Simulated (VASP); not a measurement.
Write the native input for VASP 6.6.1 that does the following.

| Item | Value |
| --- | --- |
| Task | relaxation of cell and atoms |
| Functional | LDA |
| Potentials or basis | VASP PAW LDA potentials, release 64 (In_d) |
| Cutoff | 600 eV |
| k mesh | 14 × 14 × 14 |
| Occupations | fermi-dirac, width 0.05 eV |
| Spin | no spin polarisation |
| Target pressure | 5 GPa |
| Dipole correction | no |
| Further INCAR settings | ALGO = Normal; EDIFF = 1e-07; IBRION = 2; EDIFFG = -0.005; NSW = 32; ISIF = 3 |

The structure of In lies in POSCAR:

```
In
1.0
   -2.8159465235      2.8159465235      1.4794054124
    2.8159465235     -2.8159465235      1.4794054124
    2.8159465235      2.8159465235     -1.4794054124
In
2
Direct
   -0.3750000000     -0.1250000000     -0.2500000000
    0.3750000000      0.1250000000      0.2500000000
```

The input as run:

INCAR

```
SYSTEM = In
ALGO = Normal
EDIFF = 1E-7
EDIFFG = -0.005
ENCUT = 600
IBRION = 2
ISIF = 3
ISMEAR = -1
LASPH = .TRUE.
LCHARG = .FALSE.
LREAL = .FALSE.
LWAVE = .FALSE.
NELM = 60
NSW = 32
PREC = Accurate
PSTRESS = 50.0
SIGMA = 0.05
```

KPOINTS

```
k-points
0
G
  14 14 14
  0 0 0
```

Potentials or basis: VASP PAW LDA potentials, release 64 (In_d).

Launch:

```console
$ cat potpaw_LDA.64/In_d/POTCAR > POTCAR
$ mpirun -np 1 vasp_std > vasp.out
```

It gave:

```yaml
Relaxed_volume: 23.52 Å³/atom
Relaxed_cell: a = 4.252 Å, b = 4.252 Å, c = 4.252 Å, α = 96.96°, β = 96.96°, γ = 139.25°
Space_group_after_relaxing_to_0.1_Å: I4_1/amd (No. 141)
Energy_change_on_relaxing_the_run_minimises_the_enthalpy: -1.8 meV/atom
Ionic_steps: 3
Pressure_after_relaxing: 5.0 GPa
Band_gap_on_the_k_mesh: zero (bands 13 and 14 overlap by 6.95 eV)
```

Caveat: the cell is relaxed towards a set pressure, so the run minimises the enthalpy, not the energy; spin-orbit coupling is left out, which moves the levels of the heavy elements.

It took 5.7 min on 1 thread of Intel Xeon 8259CL, on a shared host, peak memory 0.32 GiB.
